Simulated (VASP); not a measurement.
HC6: single point with LDA

System: HC6, a wire with vacuum.

```
C H
1.0
     4.88953    0.00000    0.00000
    -1.22238    8.78496    0.00000
     0.00000    0.00000   22.74747
C H
12 2
Direct
  0.01936 0.07745 0.17584
  0.51936 0.07745 0.17584
  0.27420 0.09681 0.20595
  0.77420 0.09681 0.20595
  0.28388 0.13553 0.26618
  0.78388 0.13553 0.26618
  0.03863 0.15452 0.29551
  0.53863 0.15452 0.29551
  0.04887 0.19548 0.35836
  0.54887 0.19548 0.35836
  0.30317 0.21270 0.38455
  0.80317 0.21270 0.38455
  0.04887 0.15320 0.51643
  0.04887 0.23776 0.51643
```

- Program: VASP 6.6.1
- Task: single point
- Functional: LDA
- Potentials or basis: VASP PAW LDA potentials, release 64 (C, H)
- Cutoff: 520 eV
- k mesh: 6 × 3 × 1
- Occupations: gaussian, width 0.1 eV
- Spin: no spin polarisation
- Dipole correction: yes
- Further INCAR settings: ALGO = Normal; EDIFF = 1e-06; NBANDS = 38

* Largest force: 3.368 eV/Å
* Band gap on the k mesh: 0.08 eV

Forces in eV/Å, atoms in the order of the input:
```
C    0.000  0.414  1.687
C    0.000  0.412  1.676
C    0.006 -0.814 -3.269
C   -0.005 -0.814 -3.268
C    0.024  0.377  1.495
C   -0.024  0.377  1.495
C    0.001  0.017  0.045
C    0.000  0.003  0.003
C    0.000  0.037  0.155
C    0.000 -0.030 -0.127
C    0.107  0.008  0.095
C   -0.107  0.013  0.099
H    0.089 -0.590 -0.029
H   -0.090  0.592 -0.056
```

Levels at points of the mesh, in eV from the valence-band top:
| k point | band 21 | band 22 | band 23 | band 24 | band 25 | band 26 | band 27 | band 28 | band 29 | band 30 |
| --- | --- | --- | --- | --- | --- | --- | --- | --- | --- | --- |
| (0.00, 0.00, 0.00) | -2.17 | -2.11 | -0.37 | -0.31 | -0.18 | 0.49 | 0.63 | 0.90 | 2.38 | 2.87 |
| (0.50, 0.00, 0.00) | -3.80 | -1.71 | -1.70 | -0.02 | 0.00 | 0.08 | 0.10 | 2.99 | 3.00 | 5.68 |

It took 11 min on 1 thread of Intel(R) Xeon(R) Platinum 8559C (Emerald Rapids), on a shared host, peak memory 0.78 GiB.
